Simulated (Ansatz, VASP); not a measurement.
# One calculation of BN, two programs

File INCAR:

```
  PREC = Accurate
  ENCUT = 520
  EDIFF = 1E-7
  ISMEAR = 0
  SIGMA = 0.02
  LREAL = F
  LASPH = T
  NELM = 100
  ALGO = Normal
  ISIF = 2
  LWAVE = F
  LCHARG = F
  GGA = PE
  NBANDS = 16
```

Contents of KPOINTS:

```
regular mesh
0
Gamma
  12 12 4
```

POSCAR

```
BN
1.0
    2.5711487618      0.0000000000      0.0000000000
   -1.2855743810      2.2266801446      0.0000000000
    0.0000000000      0.0000000000      6.7399353840
B N
2 2
Direct
    0.3333333333      0.6666666667      0.2500000000
    0.6666666667      0.3333333333      0.7500000000
    0.3333333333      0.6666666667      0.7500000000
    0.6666666667      0.3333333333      0.2500000000
```

Input for Ansatz:

```yaml
crystal:
  lattice:
    - [2.5711487618, 0.0, 0.0]
    - [-1.285574381, 2.2266801446, 0.0]
    - [0.0, 0.0, 6.739935384]
  atoms:
    - { symbol: B, position: [0.3333333333, 0.6666666667, 0.25] }
    - { symbol: B, position: [0.6666666667, 0.3333333333, 0.75] }
    - { symbol: "N", position: [0.3333333333, 0.6666666667, 0.75] }
    - { symbol: "N", position: [0.6666666667, 0.3333333333, 0.25] }
basis:
  ecutwfc: 420
kpoints:
  mp_grid: { grid: [12, 12, 4] }
hamiltonian:
  xc: pbe
scf:
  occupations: { method: gaussian, width: 0.02 }
output:
  forces: true
  stress: true
  eigenvalues: true
  populations: true
  write_density: true
  write_potential: true
  elf: true
  volumetric_format: npy
```

Alike in both runs: task single point; functional PBE; k mesh 12 × 12 × 4; occupations gaussian, width 0.02 eV; no spin polarisation.

|  | VASP | Ansatz |
| --- | --- | --- |
| version | VASP 6.6.1 | Ansatz 0.2.0 |
| potentials or method | VASP PAW PBE potentials, release 64 (B, N), cutoff 520 eV | scalar-relativistic, plane waves, PAW |
| valence electrons in the cell | 16 | 16 |

VASP gave:

| Property | Result |
| --- | --- |
| gap on the k mesh at the Fermi level (eV) | 4.16 |
| least direct gap on the mesh (eV) | 4.44 |
| pressure (GPa) | -13.8 |
| traceless stress, the component that is largest in VASP (GPa) | 15.95 |

Estimate Ansatz's values.

gap on the k mesh at the Fermi level (eV): 4.17; least direct gap on the mesh (eV): 4.45; pressure (GPa): -13.8; traceless stress, the component that is largest in VASP (GPa): 16.12.
